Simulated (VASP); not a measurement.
# BaS (I4/mmm) in VASP: a series of runs

BaS is run at these levels: PBE; tasks: single point.

Everything below comes from runs of VASP 6.6.1. Logs are shortened: lines on timing, memory, paths and dates and some standing lists are left out, and cuts for length are marked.

**1. The cell of the first run**

The structure is tetragonal, space group I4/mmm (No. 139). The conventional cell has a = 4.517 Å, b = 4.517 Å, c = 6.260 Å, α = 90.00°, β = 90.00°, γ = 90.00°. Ba (site symmetry 4/mmm) has 6 S at 3.13 to 3.19 Å within 4.1 Å. Within 4.1 Å of S (site symmetry 4/mmm) lie 6 Ba at 3.13 to 3.19 Å.

**2. Single point, PBE (strain -0.0200 x Voigt [0, 0, 1, 0, 0, 0])**

Input file INCAR:

```
SYSTEM = BaS
  PREC = Accurate
  ENCUT = 520
  EDIFF = 1E-7
  ISMEAR = 0
  SIGMA = 0.05
  LREAL = .False.
  LASPH = .True.
  NELM = 80
  ALGO = Normal
  ISIF = 2
  LWAVE = .False.
  LCHARG = .True.
  GGA = PE
  LELF = .True.
  LVHAR = .True.
  NBANDS = 15
```

Input file KPOINTS:

```
regular mesh
0
Gamma
  8 8 8
  0 0 0
```

Input file POSCAR:

```
BaS
1.0
    0.0000000000      3.1937500000      3.1298750000
    3.1937500000      0.0000000000      3.1298750000
    3.1937500000      3.1937500000      0.0000000000
Ba S
1 1
Direct
    0.0000000000      0.0000000000      0.0000000000
    0.5000000000      0.5000000000      0.5000000000
```

Potentials or basis: VASP PAW PBE potentials, release 64 (Ba_sv, S).

Command:

```sh
$ cat potpaw_PBE.64/Ba_sv/POTCAR potpaw_PBE.64/S/POTCAR > POTCAR
$ mpirun -np 1 vasp_std > vasp.out
```

OUTCAR:

```text
SYSTEM = BaS
   PREC = Accurate
   ENCUT = 520
   EDIFF = 1E-7
   ISMEAR = 0
   LREAL = .False.
   LASPH = .True.
   NELM = 80
   ISIF = 2
   GGA = PE

 ion  position               nearest neighbor table
   1  0.000  0.000  0.000-   2 3.13   2 3.13   2 3.19   2 3.19   2 3.19   2 3.19
   2  0.500  0.500  0.500-   1 3.13   1 3.13   1 3.19   1 3.19   1 3.19   1 3.19

  LATTYP: Found a body centered tetragonal cell.
 ALAT       =     4.5166445648
 C/A-ratio  =     1.3859292911

  Lattice vectors:

 A1 = (   0.0000000000,  -3.1937500000,  -3.1298750000)
 A2 = (   0.0000000000,   3.1937500000,  -3.1298750000)
 A3 = (   3.1937500000,   0.0000000000,   3.1298750000)

Analysis of symmetry for initial positions (statically):
=====================================================================
 Subroutine PRICEL returns:
 Original cell was already a primitive cell.

 Routine SETGRP: Setting up the symmetry group for a
 body centered tetragonal supercell.

 Subroutine GETGRP returns: Found 16 space group operations
 (whereof 16 operations were pure point group operations)
 out of a pool of 16 trial point group operations.

The static configuration has the point symmetry D_4h.

Analysis of symmetry for dynamics (positions and initial velocities):
=====================================================================
 Subroutine PRICEL returns:
 Original cell was already a primitive cell.

 Routine SETGRP: Setting up the symmetry group for a
 body centered tetragonal supercell.

 Subroutine GETGRP returns: Found 16 space group operations
 (whereof 16 operations were pure point group operations)
 out of a pool of 16 trial point group operations.

The dynamic configuration has the point symmetry D_4h.

 Subroutine INISYM returns: Found 16 space group operations
 (whereof 16 operations are pure point group operations),
 and found     1 'primitive' translations

----------------------------------------------------------------------------------------

                                     Primitive cell

  volume of cell :      63.8497

  direct lattice vectors                    reciprocal lattice vectors
     0.000000000  3.193750000  3.129875000    -0.156555773  0.156555773  0.159750789
     3.193750000  0.000000000  3.129875000     0.156555773 -0.156555773  0.159750789
     3.193750000  3.193750000  0.000000000     0.156555773  0.156555773 -0.159750789

  length of vectors
     4.471706227  4.471706227  4.516644565     0.273019660  0.273019660  0.273019660

  position of ions in fractional coordinates (direct lattice)
     0.000000000  0.000000000  0.000000000
     0.500000000  0.500000000  0.500000000

  ion indices of the primitive-cell ions
   primitive index   ion index
                 1           1
                 2           2

----------------------------------------------------------------------------------------

 KPOINTS: regular mesh

Automatic generation of k-mesh.
 Grid dimensions read from file:
 generate k-points for:    8    8    8

 Generating k-lattice:

  Cartesian coordinates                     Fractional coordinates (reciprocal lattice)
    -0.019569472  0.019569472  0.019968849     0.125000000 -0.000000000  0.000000000
     0.019569472 -0.019569472  0.019968849    -0.000000000  0.125000000  0.000000000
     0.019569472  0.019569472 -0.019968849     0.000000000  0.000000000  0.125000000

  Length of vectors
     0.034127457  0.034127457  0.034127457

  Shift w.r.t. Gamma in fractional coordinates (k-lattice)
     0.000000000  0.000000000  0.000000000

 Subroutine IBZKPT returns following result:
 ===========================================

 Found     59 irreducible k-points:

 Following reciprocal coordinates:
            Coordinates               Weight
  0.000000  0.000000  0.000000      1.000000
  0.125000  0.000000  0.000000      8.000000
  0.250000  0.000000  0.000000      8.000000
  0.375000  0.000000  0.000000      8.000000
  0.500000  0.000000  0.000000      4.000000
  0.125000  0.125000  0.000000      2.000000
[... 16 lines left out ...]
  0.250000  0.000000  0.125000     16.000000
  0.375000 -0.000000  0.125000     16.000000
 [... further k-points ...]
   k-points           NKPTS =     59   k-points in BZ     NKDIM =     59   number of bands    NBANDS=     15
   number of dos      NEDOS =    301   number of ions     NIONS =      2
   total plane-waves  NPLWV =  46656
   dimension x,y,z NGX =    36 NGY =   36 NGZ =   36
   dimension x,y,z NGXF=    72 NGYF=   72 NGZF=   72
   ions per type =               1   1
   NGX,Y,Z   is equivalent  to a cutoff of  13.38, 13.38, 13.25 a.u.
   NGXF,Y,Z  is equivalent  to a cutoff of  26.77, 26.77, 26.50 a.u.
 SYSTEM =  BaS
   PREC   = accura    normal or accurate (medium, high low for compatibility)
   ISTART =      0    job   : 0-new  1-cont  2-samecut
   ICHARG =      2    charge: 1-file 2-atom 10-const
   ISPIN  =      1    spin polarized calculation?
   LNONCOLLINEAR =      F non collinear calculations
   LSORBIT =      F    spin-orbit coupling
   LASPH  =      T    aspherical Exc in radial PAW
   ENCUT  =  520.0 eV  38.22 Ry    6.18 a.u.   8.31  8.31  8.40*2*pi/ulx,y,z
   NELM   =     80;   NELMIN=  2; NELMDL= -5     # of ELM steps
   EDIFF  = 0.1E-06   stopping-criterion for ELM
   LREAL  =      F    real-space projection
   EDIFFG = 0.1E-05   stopping-criterion for IOM
   NSW    =      0    number of steps for IOM
   IBRION =     -1    ionic relax: 0-MD 1-quasi-New 2-CG
   NFREE  =      0    steps in history (QN), initial steepest desc. (CG)
   ISIF   =      2    stress and relaxation
   ISYM   =      2    0-nonsym 1-usesym 2-fastsym
   POTIM  = 0.5000    time-step for ionic-motion
   TEBEG  =    0.0;   TEEND  =   0.0 temperature during run
   PSTRESS=    0.0 pullay stress
   NELECT =      16.0000    total number of electrons
   NUPDOWN=      -1.0000    fix difference up-down
   EMIN   =  10.00;   EMAX   =-10.00  energy-range for DOS
   EFERMI =   0.00;   METHOD = LEGACY
   ISMEAR =     0;   SIGMA  =   0.05  broadening in eV -4-tet -1-fermi 0-gaus
   EFERMI_NEDOS =   21; number of points for ismear=-14 and -15
   IALGO  =     38    algorithm
   IMIX   =      4    mixing-type and parameters
     AMIX     =   0.40;   BMIX     =  1.00
     AMIX_MAG =   1.60;   BMIX_MAG =  1.00
  volume/ion in A,a.u.               =      31.92       215.44
  Fermi-wavevector in a.u.,A,eV,Ry     =   1.032116  1.950417 14.493792  1.065264
  Thomas-Fermi vector in A             =   2.166298
   LORBIT       =      0    0 simple, 1 ext, 2 COOP (PROOUT), +10 PAW based schemes
   GGA     = PE    functional components
   LHFCALC =     F    Hartree Fock is set to
   AEXX    =    0.0000 exact exchange contribution
   IVDW    =     0    specifies the selected vdW correction
   LEPSILON=     F    determine dielectric tensor
   LRPA    =     F    only Hartree local field effects (RPA)
 non-spin polarized calculation
 Gauss-broadening in eV      SIGMA  =   0.05
  energy-cutoff  :      520.00
  volume of cell :       63.85
 maximum number of plane-waves:      1751
 NGX is ok and might be reduce to    36
   NGX = 17   NGY = 17   NGZ = 17

 number of electron      16.0000000 magnetization

 Free energy of the ion-electron system (eV)
  ---------------------------------------------------
  ext. energy  EPLUGINS =         0.00000000
  ---------------------------------------------------
  free energy    TOTEN  =       -10.16354532 eV

  energy without entropy =      -10.16354532  energy(sigma->0) =      -10.16354532

 E-fermi :   1.9306     XC(G=0):  -8.7095

 val. band max:        1.6114584584   @ k =   0.0000   0.0000   0.0000
 cond. band min:       3.6221374913   @ k =   0.5000   0.5000   0.0000
 fundamental gap:      2.0106790329
 Fermi energy:         1.9305633006

 k-point     1 :       0.0000    0.0000    0.0000
  band No.  band energies     occupation
      1     -24.4499      2.00000
      2      -9.5067      2.00000
      3      -9.5022      2.00000
      4      -9.5022      2.00000
      5      -8.8325      2.00000
      6       1.5362      2.00000
      7       1.5362      2.00000
      8       1.6115      2.00000
      9       5.2387      0.00000
     10       5.3835      0.00000
     11       5.3835      0.00000
     12       5.5281      0.00000
     13       6.3172      0.00000
     14       6.4635      0.00000
     15      10.3317      0.00000

 k-point     2 :       0.1250    0.0000    0.0000
  band No.  band energies     occupation
      1     -24.4426      2.00000
      2      -9.8498      2.00000
      3      -9.5098      2.00000
      4      -9.5095      2.00000
      5      -8.4728      2.00000
      6       1.1412      2.00000
      7       1.3227      2.00000
      8       1.3635      2.00000
      9       5.4305      0.00000
     10       5.6297      0.00000
     11       5.7180      0.00000
     12       5.8433      0.00000
     13       6.7765      0.00000
     14       6.9489      0.00000
     15      10.9700      0.00000

 k-point     3 :       0.2500    0.0000    0.0000
  band No.  band energies     occupation
      1     -24.4251      2.00000
      2     -10.3084      2.00000
      3      -9.5280      2.00000
      4      -9.5202      2.00000
      5      -7.9785      2.00000
      6       0.3884      2.00000
      7       0.9018      2.00000
      8       0.9158      2.00000
      9       5.6799      0.00000
     10       6.3161      0.00000
     11       6.3638      0.00000
     12       7.0369      0.00000
     13       7.9285      0.00000
     14       8.1506      0.00000
     15      12.2585      0.00000
[... 343 lines left out ...]
 k-point    23 :       0.2500    0.0000    0.1250
  band No.  band energies     occupation
      1     -24.4267      2.00000
      2     -10.1645      2.00000
      3      -9.5602      2.00000
      4      -9.5473      2.00000
      5      -8.1353      2.00000
      6       0.3620      2.00000
      7       1.1680      2.00000
      8       1.2714      2.00000
      9       4.9494      0.00000
     10       6.3805      0.00000
     11       6.6014      0.00000
     12       6.7140      0.00000
     13       7.1770      0.00000
     14       8.6726      0.00000
     15      12.2627      0.00000

 k-point    24 :       0.3750   -0.0000    0.1250
  band No.  band energies     occupation
      1     -24.4092      2.00000
      2     -10.4784      2.00000
      3      -9.5746      2.00000
      4      -9.5706      2.00000
      5      -7.8219      2.00000
      6       0.0213      2.00000
      7       0.7102      2.00000
      8       0.8667      2.00000
      9       5.4105      0.00000
     10       7.3324      0.00000
     11       7.5335      0.00000
     12       7.5752      0.00000
     13       8.3895      0.00000
     14       9.6940      0.00000
     15      11.7904      0.00000

 [... further k-points ...]
[... 5 lines left out ...]
  --------------------------------------------------------------------------------------
  -------------------------------------------------------------------------------------
  Total        0.7200492      0.7200492      1.5325578      0.0000000      0.0000000      0.0000000
  in kB       18.0681598     18.0681598     38.4563995      0.0000000      0.0000000      0.0000000
  external PRESSURE =      24.8642397 kB  Pullay stress =       0.0000000 kB

 VOLUME and BASIS-vectors are now :
 -----------------------------------------------------------------------------
  energy-cutoff  :      520.00
  volume of cell :       63.85
      direct lattice vectors                 reciprocal lattice vectors
     0.000000000  3.193750000  3.129875000    -0.156555773  0.156555773  0.159750789
     3.193750000  0.000000000  3.129875000     0.156555773 -0.156555773  0.159750789
     3.193750000  3.193750000  0.000000000     0.156555773  0.156555773 -0.159750789

 POSITION                                       TOTAL-FORCE (eV/Angst)
 -----------------------------------------------------------------------------------
      0.00000      0.00000      0.00000         0.000000      0.000000      0.000000
      3.19375      3.19375      3.12988        -0.000000     -0.000000     -0.000000
 -----------------------------------------------------------------------------------
    total drift:                                0.000000      0.000000      0.000000

  FREE ENERGIE OF THE ION-ELECTRON SYSTEM (eV)
  ---------------------------------------------------
  free  energy   TOTEN  =       -10.1635453200 eV

  energy  without entropy=      -10.1635453200  energy(sigma->0) =      -10.16354532
```

Run time: 31 s. Hardware: 1 thread of Intel Xeon Platinum 8488C (Sapphire Rapids), shared host; peak memory 0.23 GiB.

Results:

```yaml
Free_energy: -10.1635 eV
Pressure: 2.5 GPa
Band_gap_on_the_k_mesh: 2.01 eV, indirect (least direct gap 2.14 eV)
```

Levels at points of the mesh, in eV from the valence-band top:
```
           k point  band 5  band 6  band 7  band 8  band 9  band 10  band 11  band 12
(0.00, 0.00, 0.00)  -10.44   -0.08   -0.08    0.00    3.63     3.77     3.77     3.92
(0.50, 0.00, 0.00)   -9.10   -2.03   -1.19   -1.17    5.56     5.70     6.31     6.36
(0.50, 0.50, 0.00)  -10.36   -0.47   -0.21   -0.21    2.01     5.97     6.11     7.53
(0.50, 0.00, 0.50)  -10.36   -0.59   -0.20   -0.12    2.03     5.86     6.16     7.47
```

Caveat: the cell differs from its parent crystal (strain -0.0200 x Voigt [0, 0, 1, 0, 0, 0]); spin-orbit coupling is left out, which moves the levels of the heavy elements. A k mesh can miss the band edges.

**3. Single point, PBE (strain -0.0100 x Voigt [0, 0, 1, 0, 0, 0])**

Input file INCAR:

```
SYSTEM = BaS
ALGO = Normal
EDIFF = 1E-7
ENCUT = 520
GGA = PE
ISIF = 2
ISMEAR = 0
LASPH = .True.
LCHARG = .False.
LREAL = .False.
LWAVE = .False.
NBANDS = 15
NELM = 80
PREC = Accurate
SIGMA = 0.05
```

Input file KPOINTS:

```
k-points
0
Gamma
  8 8 8
  0 0 0
```

Input file POSCAR:

```
BaS
1.0
    0.0000000000      3.1937500000      3.1618125000
    3.1937500000      0.0000000000      3.1618125000
    3.1937500000      3.1937500000      0.0000000000
Ba S
1 1
Direct
    0.0000000000      0.0000000000      0.0000000000
    0.5000000000      0.5000000000      0.5000000000
```

Potentials or basis: VASP PAW PBE potentials, release 64 (Ba_sv, S).

Command:

```sh
$ cat potpaw_PBE.64/Ba_sv/POTCAR potpaw_PBE.64/S/POTCAR > POTCAR
$ mpirun -np 1 vasp_std > vasp.out
```

It took 30 s on 1 thread of Intel Xeon Platinum 8488C (Sapphire Rapids), shared host; peak memory 0.23 GiB.

It converged, with:

```
Free energy            : -10.1766 eV
Pressure               : 1.9 GPa
Band gap on the k mesh : 2.06 eV, indirect (least direct gap 2.20 eV)
```

Stress tensor (GPa, compression positive):
```
1.61 0.00 0.00
0.00 1.61 0.00
0.00 0.00 2.56
```

Levels at points of the mesh, in eV from the valence-band top:
```
           k point  band 4  band 5  band 6  band 7  band 8  band 9  band 10  band 11  band 12  band 13
(0.00, 0.00, 0.00)  -11.12  -10.40   -0.04   -0.04    0.00    3.62     3.82     3.82     3.89     4.75
(0.50, 0.00, 0.00)  -11.16   -9.11   -1.98   -1.13   -1.13    5.55     5.70     6.31     6.34     8.93
(0.50, 0.50, 0.00)  -11.32  -10.31   -0.50   -0.17   -0.17    2.06     5.95     6.07     7.52     7.52
(0.50, 0.00, 0.50)  -11.31  -10.31   -0.55   -0.17   -0.13    2.07     5.91     6.09     7.48     7.57
```

Caveat: the cell differs from its parent crystal (strain -0.0100 x Voigt [0, 0, 1, 0, 0, 0]); spin-orbit coupling is left out, which moves the levels of the heavy elements. A k mesh can miss the band edges.

(Continued in part 2 of 3.)
